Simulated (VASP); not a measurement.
# MoS2 (R3m) in VASP: further runs, part 2 of 2

VASP 6.6.1. Earlier steps stand in the parts before.

**4. Single point, LDA**

This run uses another cell than the first one, of 17.73 Å³/atom, 1.042 times its volume.

INCAR reads:

```
PREC = Accurate
ENCUT = 520
EDIFF = 1E-7
ISMEAR = -1
SIGMA = 0.05
LREAL = F
LASPH = T
NELM = 80
ALGO = Normal
ISIF = 2
LWAVE = F
LCHARG = F
NBANDS = 20
```

KPOINTS reads:

```
regular mesh
0
Gamma
  10 10 10
```

POSCAR reads:

```
MoS2
1.0
    1.5800000000      0.9122134253      6.1500000000
   -1.5800000000      0.9122134253      6.1500000000
    0.0000000000     -1.8244268506      6.1500000000
Mo S
1 2
Direct
    0.0000000000      0.0000000000      0.0000000000
    0.4170000000      0.4170000000      0.4170000000
    0.2500000000      0.2500000000      0.2500000000
```

Potentials or basis: VASP PAW LDA potentials, release 64 (Mo_sv, S).

Started as:

```bash
$ cat potpaw_LDA.64/Mo_sv/POTCAR potpaw_LDA.64/S/POTCAR > POTCAR
$ mpirun -np 1 vasp_std > vasp.out
```

OUTCAR:

```text
PREC = Accurate
   ENCUT = 520
   EDIFF = 1E-7
   ISMEAR = -1
   LREAL = F
   LASPH = T
   NELM = 80
   ISIF = 2

 ion  position               nearest neighbor table
   1  0.000  0.000  0.000-   3 2.39   3 2.39   3 2.39   2 2.39   2 2.39   2 2.39
   2  0.417  0.417  0.417-   1 2.39   1 2.39   1 2.39
   3  0.250  0.250  0.250-   1 2.39   1 2.39   1 2.39

  LATTYP: Found a trigonal (rhomboedric) cell.
 ALAT       =     6.4149071181
 COS(alpha) =     0.8786713335

  Lattice vectors:

 A1 = (   1.5800000000,   0.9122134253,   6.1500000000)
[... 191 lines left out ...]
      5      -7.5428      2.00000
      6      -5.7930      2.00000
[... 541 lines left out ...]
     19      15.1061      0.00000
     20      16.0147      0.00000

 [... further k-points ...]
[... 5 lines left out ...]
  --------------------------------------------------------------------------------------
  -------------------------------------------------------------------------------------
  Total       -1.0380956     -1.0380956     -0.2225262      0.0000000      0.0000000      0.0000000
  in kB      -31.2728894    -31.2728894     -6.7036563      0.0000000      0.0000000      0.0000000
  external PRESSURE =     -23.0831450 kB  Pullay stress =       0.0000000 kB

 VOLUME and BASIS-vectors are now :
 -----------------------------------------------------------------------------
  energy-cutoff  :      520.00
  volume of cell :       53.18
      direct lattice vectors                 reciprocal lattice vectors
     1.580000000  0.912213425  6.150000000     0.316455696  0.182705781  0.054200542
    -1.580000000  0.912213425  6.150000000    -0.316455696  0.182705781  0.054200542
     0.000000000 -1.824426851  6.150000000     0.000000000 -0.365411563  0.054200542

 POSITION                                       TOTAL-FORCE (eV/Angst)
 -----------------------------------------------------------------------------------
      0.00000      0.00000      0.00000         0.000000     -0.000000      0.083412
      0.00000      0.00000      7.69365         0.000000     -0.000000      0.013689
      0.00000      0.00000      4.61250         0.000000      0.000000     -0.097101
 -----------------------------------------------------------------------------------
    total drift:                                0.000000     -0.000000      0.000058

  FREE ENERGIE OF THE ION-ELECTRON SYSTEM (eV)
  ---------------------------------------------------
  free  energy   TOTEN  =       -24.4614081643 eV

  energy  without entropy=      -24.4614065470  energy(sigma->0) =      -24.46140736
```

stdout:

```text
POSCAR found type information on POSCAR MoS
 POSCAR found :  2 types and       3 ions
 scaLAPACK will be used
 LDA part: xc-table for (Slater(with rela. corr.)+CA(PZ))
 , standard interpolation
 POSCAR, INCAR and KPOINTS ok, starting setup
 FFT: planning ... GRIDC
 FFT: planning ... GRID_SOFT
 FFT: planning ... GRID
 WAVECAR not read
 entering main loop
```

Run time: 5.3 min. Hardware: 1 thread of AMD EPYC 7R13 (Zen 3), shared host; peak memory 0.29 GiB.

Results:

```yaml
Free_energy: -24.4614 eV
Pressure: -2.3 GPa
Largest_force: 0.097 eV/Å
Band_gap_on_the_k_mesh: 0.89 eV, indirect (least direct gap 1.96 eV)
```

Forces in eV/Å, atoms in the order of the input:
```
Mo   0.000  0.000  0.083
S    0.000  0.000  0.014
S    0.000  0.000 -0.097
```

Levels at points of the mesh, in eV from the valence-band top:
```csv
k point,band 10,band 11,band 12,band 13,band 14,band 15,band 16,band 17
"(0.00, 0.00, 0.00)",-2.36,-2.36,-1.27,-1.22,2.00,2.00,2.44,2.44
"(0.50, 0.00, 0.00)",-4.08,-2.35,-1.66,-1.52,1.55,1.97,3.41,3.48
"(0.50, 0.50, 0.00)",-4.01,-2.94,-1.84,-1.34,1.51,2.10,2.93,3.91
"(0.50, 0.50, 0.50)",-3.51,-2.33,-2.33,0.00,2.10,2.10,2.30,2.30
```

A k mesh can miss the band edges. LDA gaps usually lie below the measured ones, often by a third to a half.

**5. Single point, LDA**

This run uses another cell than the first one, of 18.08 Å³/atom, 1.062 times its volume.

INCAR reads:

```
ALGO     = Normal         # electronic algorithm
EDIFF    = 1E-7           # SCF threshold, eV
ENCUT    = 520            # plane-wave cutoff, eV
GGA      = CA             # functional
ISIF     = 2              # what is computed and relaxed
ISMEAR   = -1             # smearing method
LASPH    = T              # aspherical terms in the spheres
LCHARG   = T              # write CHGCAR
LELF     = T              # ELF
LREAL    = F              # projectors in reciprocal space
LVHAR    = T            
LWAVE    = F              # write WAVECAR
NBANDS   = 20             # bands
NELM     = 60             # most SCF steps
PREC     = Accurate       # precision mode
SIGMA    = 0.05           # smearing width, eV
```

KPOINTS reads:

```
k-points
0
Gamma
  10 10 10
```

POSCAR reads:

```
MoS2
1.0
    1.5904638811      0.9182547499      6.1907296638
   -1.5904638811      0.9182547499      6.1907296638
    0.0000000000     -1.8365094997      6.1907296638
Mo S
1 2
Direct
    0.0000000000      0.0000000000      0.0000000000
    0.4170000000      0.4170000000      0.4170000000
    0.2500000000      0.2500000000      0.2500000000
```

Started as:

```bash
$ cat potpaw_LDA.64/Mo_sv/POTCAR potpaw_LDA.64/S/POTCAR > POTCAR
$ mpirun -np 1 vasp_std > vasp.out
```

It took 5.8 min on 1 thread of AMD EPYC 7R13 (Zen 3), shared host; peak memory 0.3 GiB.

The run converged. Its results:

```
Free energy            : -24.4369 eV
Pressure               : -5.2 GPa
Largest force          : 0.307 eV/Å
Band gap on the k mesh : 0.90 eV, indirect (least direct gap 1.91 eV)
```

Forces on the atoms (eV/Å):
```
Mo   0.000  0.000  0.080
S    0.000  0.000 -0.307
S    0.000  0.000  0.227
```

Stress tensor (GPa, compression positive):
```
-5.89  0.00  0.00
 0.00 -5.89  0.00
 0.00  0.00 -3.78
```

Levels at points of the mesh, in eV from the valence-band top:
| k point | band 11 | band 12 | band 13 | band 14 | band 15 | band 16 |
| --- | --- | --- | --- | --- | --- | --- |
| (0.00, 0.00, 0.00) | -2.29 | -1.23 | -1.16 | 1.98 | 1.98 | 2.38 |
| (0.50, 0.00, 0.00) | -2.31 | -1.63 | -1.46 | 1.52 | 1.94 | 3.37 |
| (0.50, 0.50, 0.00) | -2.87 | -1.81 | -1.29 | 1.48 | 2.06 | 2.90 |
| (0.50, 0.50, 0.50) | -2.27 | -2.27 | 0.00 | 2.07 | 2.07 | 2.25 |

**6. Single point, PBEsol**

This run uses another cell than the first one, of 18.08 Å³/atom, 1.062 times its volume.

INCAR reads:

```
ALGO     = Normal         # electronic algorithm
EDIFF    = 1E-6           # SCF threshold, eV
ENCUT    = 520            # plane-wave cutoff, eV
GGA      = PS             # functional
ISIF     = 2              # what is computed and relaxed
ISMEAR   = -1             # smearing method
LASPH    = True           # aspherical terms in the spheres
LCHARG   = False          # write CHGCAR
LREAL    = False          # projectors in reciprocal space
LWAVE    = False          # write WAVECAR
NBANDS   = 20             # bands
NELM     = 60             # most SCF steps
PREC     = Accurate       # precision mode
SIGMA    = 0.05           # smearing width, eV
```

KPOINTS is that of step 5.

POSCAR is that of step 5.

Potentials or basis: VASP PAW PBE potentials, release 64 (Mo_sv, S).

Started as:

```bash
$ cat potpaw_PBE.64/Mo_sv/POTCAR potpaw_PBE.64/S/POTCAR > POTCAR
$ mpirun -np 1 vasp_std > vasp.out
```

It took 4.7 min on 1 thread of AMD EPYC 7R13 (Zen 3), shared host; peak memory 0.35 GiB.

Results (log left out):

| Quantity | Value |
| --- | --- |
| Free energy | -23.4369 eV |
| Pressure | -2.6 GPa |
| Largest force | 0.152 eV/Å |
| Band gap on the k mesh | 0.94 eV, indirect (least direct gap 1.91 eV) |

Forces on the atoms (eV/Å):
```
Mo   0.000  0.000  0.082
S    0.000  0.000 -0.152
S    0.000  0.000  0.069
```

Stress tensor (GPa, compression positive):
```
-3.49  0.00  0.00
 0.00 -3.49  0.00
 0.00  0.00 -0.90
```

Levels at points of the mesh, in eV from the valence-band top:
| k point | band 11 | band 12 | band 13 | band 14 | band 15 | band 16 |
| --- | --- | --- | --- | --- | --- | --- |
| (0.00, 0.00, 0.00) | -2.28 | -1.24 | -1.14 | 2.00 | 2.00 | 2.41 |
| (0.50, 0.00, 0.00) | -2.32 | -1.64 | -1.47 | 1.55 | 1.97 | 3.41 |
| (0.50, 0.50, 0.00) | -2.87 | -1.81 | -1.31 | 1.51 | 2.09 | 2.95 |
| (0.50, 0.50, 0.50) | -2.25 | -2.25 | 0.00 | 2.09 | 2.09 | 2.28 |

Caveat: the PAW data sets were made with another functional, which shifts forces and pressure a little. A hybrid or GW would open this gap; PBEsol tends to underestimate it.

**7. The runs side by side**

```tsv
level	potentials or basis	cell	gap on the mesh (eV)	pressure (GPa)	largest force (eV/Å)
PBEsol	VASP PAW PBE potentials, release 64 (Mo_sv, S)	a = 6.328 Å, angles 28.5°, 3 atoms	0.89	7.3	1.00
LDA	VASP PAW LDA potentials, release 64 (Mo_sv, S)	a = 6.372 Å, angles 28.5°, 3 atoms	0.87	0.9	0.45
LDA	VASP PAW LDA potentials, release 64 (Mo_sv, S)	a = 6.415 Å, angles 28.5°, 3 atoms	0.89	-2.3	0.10
LDA	VASP PAW LDA potentials, release 64 (Mo_sv, S)	a = 6.457 Å, angles 28.5°, 3 atoms	0.90	-5.2	0.31
PBEsol	VASP PAW PBE potentials, release 64 (Mo_sv, S)	a = 6.457 Å, angles 28.5°, 3 atoms	0.94	-2.6	0.15
```

Alike in all rows: task single point; no spin polarisation; k mesh 10 × 10 × 10; cutoff (eV) 520; smearing fermi-dirac 0.05 eV.

Caveats: the PAW data sets were made with another functional, which shifts forces and pressure a little (some runs).

Absolute energies hang on the potentials; compare differences alone.
